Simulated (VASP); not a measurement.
Write the native input for VASP 6.6.1 that does the following.

```yaml
Task: single point
Functional: PBE
Potentials_or_basis: VASP PAW PBE potentials, release 64 (La, B)
Cutoff: 520 eV
k_mesh: 8 × 8 × 8
Occupations: gaussian, width 0.05 eV
Spin: no spin polarisation
Dipole_correction: no
Further_INCAR_settings: ALGO = Normal; EDIFF = 1e-07; NBANDS = 24
```

The structure of LaB6 lies in POSCAR:

```
LaB6
1.0
    4.2096503872      0.0000000000      0.0000000000
    0.0000000000      4.2096503872      0.0000000000
    0.0000000000      0.0000000000      4.2096503872
La B
1 6
Direct
    0.0000000000      0.0000000000      0.0000000000
    0.2004208409      0.5000000000      0.5000000000
    0.7995791591      0.5000000000      0.5000000000
    0.5000000000      0.5000000000      0.2004208409
    0.5000000000      0.5000000000      0.7995791591
    0.5000000000      0.2004208409      0.5000000000
    0.5000000000      0.7995791591      0.5000000000
```

These files were run (other wordings do the same):

INCAR

```
SYSTEM = LaB6
ALGO = Normal ; EDIFF = 1E-7
ENCUT = 520 ; GGA = PE
ISIF = 2 ; ISMEAR = 0
LASPH = .TRUE. ; LCHARG = .TRUE.
LELF = .TRUE. ; LREAL = .FALSE.
LVHAR = .TRUE. ; LWAVE = .FALSE.
NBANDS = 24 ; NELM = 60
PREC = Accurate ; SIGMA = 0.05
```

KPOINTS

```
k-points
0
G
  8 8 8
  0 0 0
```

Potentials or basis: VASP PAW PBE potentials, release 64 (La, B).

Launch:

```bash
$ cat potpaw_PBE.64/La/POTCAR potpaw_PBE.64/B/POTCAR > POTCAR
$ mpirun -np 1 vasp_std > vasp.out
```

It gave:

* Pressure: -6.4 GPa
* Largest force: 0.015 eV/Å
* Band gap on the k mesh: zero (an odd number of electrons rules out a gap without spin polarisation)

Caveat: the cell stands under tension; spin-orbit coupling is left out, which moves the levels of the heavy elements.

Wall time 62 s on 1 thread of Intel(R) Xeon(R) Platinum 8488C (Sapphire Rapids), with other jobs on the host, peak memory 0.22 GiB.
